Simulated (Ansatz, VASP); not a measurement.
# Two plane-wave programs on RbReB2

Contents of INCAR:

```
PREC = Accurate
ENCUT = 520
EDIFF = 1E-7
ISMEAR = 0
SIGMA = 0.1
LREAL = False
LASPH = True
NELM = 150
ALGO = Normal
ISIF = 2
LWAVE = False
LCHARG = True
ISPIN = 2
MAGMOM = 0 1 0 0
LORBIT = 11
LMAXMIX = 4
GGA = PE
LELF = True
LVHAR = True
NBANDS = 23
```

The input KPOINTS:

```
Automatic mesh
0
Gamma
  4 4 4
```

The input POSCAR:

```
RbReB2
1.0
    3.7721092162      0.0000000000      0.0000000000
    0.0000000000      3.7721092162      0.0000000000
    0.0000000000      0.0000000000      7.1420134885
Rb Re B
1 1 2
Direct
    0.0000000000      0.0000000000      0.4632290873
    0.0000000000      0.0000000000      0.9626275512
    0.0000000000      0.5000000000      0.8661229857
    0.5000000000      0.0000000000      0.8661229857
```

Input for Ansatz:

```yaml
crystal:
  lattice:
    - [3.7721092162, 0.0, 0.0]
    - [0.0, 3.7721092162, 0.0]
    - [0.0, 0.0, 7.1420134885]
  atoms:
    - { symbol: Rb, position: [0.0, 0.0, 0.4632290873] }
    - { symbol: Re, position: [0.0, 0.0, 0.9626275512], spin: 1.0 }
    - { symbol: B, position: [0.0, 0.5, 0.8661229857] }
    - { symbol: B, position: [0.5, 0.0, 0.8661229857] }
basis:
  ecutwfc: 420
kpoints:
  mp_grid: { grid: [4, 4, 4] }
hamiltonian:
  xc: pbe
scf:
  occupations: { method: gaussian, width: 0.1 }
  lower_state_search: "off"
output:
  forces: true
  stress: true
  eigenvalues: true
  populations: true
magnetization:
  spin_polarized: true
```

Alike in both runs: task single point; functional PBE; k mesh 4 × 4 × 4; occupations gaussian, width 0.1 eV; collinear spin.

|  | VASP | Ansatz |
| --- | --- | --- |
| version | VASP 6.6.1 | Ansatz 0.2.0 |
| potentials or method | VASP PAW PBE potentials, release 64 (Rb_sv, Re, B), cutoff 520 eV | scalar-relativistic, plane waves, PAW |
| valence electrons in the cell | 22 | 30 |

Ansatz gave:

- gap on the k mesh at the Fermi level (eV): none
- pressure (GPa): 0.0
- traceless stress, the component that is largest in VASP (GPa): 0.10
- rms of the force components (eV/Å): 0.002
- net moment per atom (μB): 0.00

**Question.** Estimate VASP's values.

**Answer.** gap on the k mesh at the Fermi level (eV): none; pressure (GPa): 0.4; traceless stress, the component that is largest in VASP (GPa): -0.13; rms of the force components (eV/Å): 0.053; net moment per atom (μB): 0.00.

Atom by atom the forces differ by 0.055 eV/Å (rms over components). A gap of «none» marks a metal or a gap that the smearing closes. The functional is the same, so the differences come from potentials, cutoffs and numerics. VASP's potentials hold 22 valence electrons a cell and Ansatz's 30, so a difference there can come from the potentials and not from the codes. Ansatz's warnings: seeded moment not kept.

The k mesh is coarse, so the values compare programs but aren't converged. Neither program's run includes spin-orbit coupling.
